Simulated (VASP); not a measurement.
Set up this calculation in VASP 6.6.1, as the native input.

- Task: single point
- Functional: r2SCAN
- Potentials or basis: VASP PAW PBE potentials, release 64 (Cu)
- Cutoff: 520 eV
- k mesh: 15 × 15 × 15
- Occupations: gaussian, width 0.03 eV
- Spin: no spin polarisation
- Dipole correction: no
- Further INCAR settings: ALGO = Normal; EDIFF = 1e-07; NBANDS = 12

Crystal: Cu.

```xyz
1
Lattice="0.0000 1.7881 1.7881 1.7881 0.0000 1.7881 1.7881 1.7881 0.0000" Properties=species:S:1:pos:R:3 pbc="T T T"
Cu    0.0000    0.0000    0.0000
```

These files were run (other wordings do the same):

POSCAR

```
Cu
1.0
    0.0000000000      1.7881324402      1.7881324402
    1.7881324402      0.0000000000      1.7881324402
    1.7881324402      1.7881324402      0.0000000000
Cu
1
Direct
    0.0000000000      0.0000000000      0.0000000000
```

INCAR.step1

```
SYSTEM = Cu
  PREC = Accurate
  ENCUT = 520
  ISMEAR = 0
  SIGMA = 0.03
  LREAL = .False.
  LASPH = .True.
  NELM = 60
  NBANDS = 12
  GGA = PE
  ALGO = Normal
  EDIFF = 1E-4
  LWAVE = .True.
  LCHARG = .False.
```

INCAR.step2

```
SYSTEM = Cu
  PREC = Accurate
  ENCUT = 520
  EDIFF = 1E-7
  ISMEAR = 0
  SIGMA = 0.03
  LREAL = .False.
  LASPH = .True.
  NELM = 60
  ALGO = Normal
  ISIF = 2
  LWAVE = .False.
  LCHARG = .False.
  METAGGA = R2SCAN
  LMIXTAU = .True.
  NBANDS = 12
  ISTART = 1
```

KPOINTS

```
Automatic mesh
0
Gamma
  15 15 15
  0 0 0
```

Potentials or basis: VASP PAW PBE potentials, release 64 (Cu).

Run with:

```sh
$ cat potpaw_PBE.64/Cu/POTCAR > POTCAR
$ cp INCAR.step1 INCAR
$ mpirun -np 1 vasp_std > vasp.out
$ cp INCAR.step2 INCAR
$ mpirun -np 1 vasp_std > vasp.out
```

Results of the run:

| Property | Result |
| --- | --- |
| Pressure | 0.4 GPa |

Caveat: the PAW data sets were made with another functional, which shifts forces and pressure a little.

Run time: 70 s on 1 thread of Intel Xeon 6975P-C, on a shared host, peak memory 0.14 GiB.
